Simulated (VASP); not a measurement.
Set up this calculation in VASP 6.6.1, as the native input.

```yaml
Task: single point
Functional: PBEsol
Potentials_or_basis: VASP PAW PBE potentials, release 64 (Cd, S)
Cutoff: 520 eV
k_mesh: 8 × 8 × 8
Occupations: fermi-dirac, width 0.05 eV
Spin: no spin polarisation
Dipole_correction: no
Further_INCAR_settings: ALGO = Normal; EDIFF = 1e-06; NBANDS = 16
```

The structure of CdS lies in POSCAR:

```
CdS
1.0
    0.0000000000      2.7347652956      2.7347652956
    2.7347652956      0.0000000000      2.7347652956
    2.7347652956      2.7347652956      0.0000000000
Cd S
1 1
Direct
    0.0000000000      0.0000000000      0.0000000000
    0.5000000000      0.5000000000      0.5000000000
```

These files were run (other wordings do the same):

INCAR

```
SYSTEM = CdS
ALGO     = Normal         ! electronic algorithm
EDIFF    = 1E-6           ! SCF threshold, eV
ENCUT    = 520            ! plane-wave cutoff, eV
GGA      = PS             ! functional
ISIF     = 2              ! what is computed and relaxed
ISMEAR   = -1             ! smearing method
LASPH    = .TRUE.         ! aspherical terms in the spheres
LCHARG   = .TRUE.         ! write CHGCAR
LELF     = .TRUE.         ! ELF
LREAL    = .FALSE.        ! projectors in reciprocal space
LVHAR    = .TRUE.       
LWAVE    = .FALSE.        ! write WAVECAR
NBANDS   = 16             ! bands
NELM     = 80             ! most SCF steps
PREC     = Accurate       ! precision mode
SIGMA    = 0.05           ! smearing width, eV
```

KPOINTS

```
k-points
0
G
  8 8 8
  0 0 0
```

Potentials or basis: VASP PAW PBE potentials, release 64 (Cd, S).

Launch:

```sh
$ cat potpaw_PBE.64/Cd/POTCAR potpaw_PBE.64/S/POTCAR > POTCAR
$ mpirun -np 1 vasp_std > vasp.out
```

Results of the run:

| Quantity | Value |
| --- | --- |
| Pressure | -2.6 GPa |

Caveat: the PAW data sets were made with another functional, which shifts forces and pressure a little.

Wall time 36 s on 1 thread of Intel Xeon 8259CL (shared host), peak memory 0.17 GiB.
